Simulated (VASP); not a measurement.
Write the native input for VASP 6.6.1 that does the following.

```
Task                   : single point
Functional             : PBEsol
Dispersion             : D3(BJ)
Potentials or basis    : VASP PAW PBE potentials, release 64 (In_d, Se)
Cutoff                 : 520 eV
k mesh                 : 10 × 10 × 10
Occupations            : gaussian, width 0.1 eV
Spin                   : no spin polarisation
Dipole correction      : no
Further INCAR settings : ALGO = Normal; EDIFF = 1e-06; NBANDS = 30
```

The structure of In3Se lies in POSCAR:

```
In3Se
1.0
    4.5878535042      0.0000000000      0.0000000000
    0.0000000000      4.5878535042      0.0000000000
    0.0000000000      0.0000000000      4.5878535042
In Se
3 1
Direct
    0.0000000000      0.5000000000      0.5000000000
    0.5000000000      0.0000000000      0.5000000000
    0.5000000000      0.5000000000      0.0000000000
    0.0000000000      0.0000000000      0.0000000000
```

The input as run:

INCAR

```
SYSTEM = In3Se
PREC     = Accurate       ! precision mode
ENCUT    = 520            ! plane-wave cutoff, eV
EDIFF    = 1E-6           ! SCF threshold, eV
ISMEAR   = 0              ! smearing method
SIGMA    = 0.1            ! smearing width, eV
LREAL    = .FALSE.        ! projectors in reciprocal space
LASPH    = .TRUE.         ! aspherical terms in the spheres
NELM     = 100            ! most SCF steps
ALGO     = Normal         ! electronic algorithm
ISIF     = 2              ! what is computed and relaxed
LWAVE    = .FALSE.        ! write WAVECAR
LCHARG   = .TRUE.         ! write CHGCAR
GGA      = PS             ! functional
IVDW     = 12             ! dispersion correction
LELF     = .TRUE.         ! ELF
LVHAR    = .TRUE.       
NBANDS   = 30             ! bands
```

KPOINTS

```
regular mesh
0
G
  10 10 10
  0 0 0
```

Potentials or basis: VASP PAW PBE potentials, release 64 (In_d, Se).

The run is started by

```bash
$ cat potpaw_PBE.64/In_d/POTCAR potpaw_PBE.64/Se/POTCAR > POTCAR
$ mpirun -np 1 vasp_std > vasp.out
```

Results of the run:

```
Pressure                   : 0.0 GPa
Band gap on the k mesh     : zero (an odd number of electrons rules out a gap without spin polarisation)
Dispersion energy per atom : -0.370 eV
```

Caveat: the PAW data sets were made with another functional, which shifts forces and pressure a little; spin-orbit coupling is left out, which moves the levels of the heavy elements.

Run time: 100 s on 1 thread of Intel(R) Xeon(R) Platinum 8259CL CPU @ 2.50GHz (Skylake/Cascade Lake), on a shared host, peak memory 0.3 GiB.
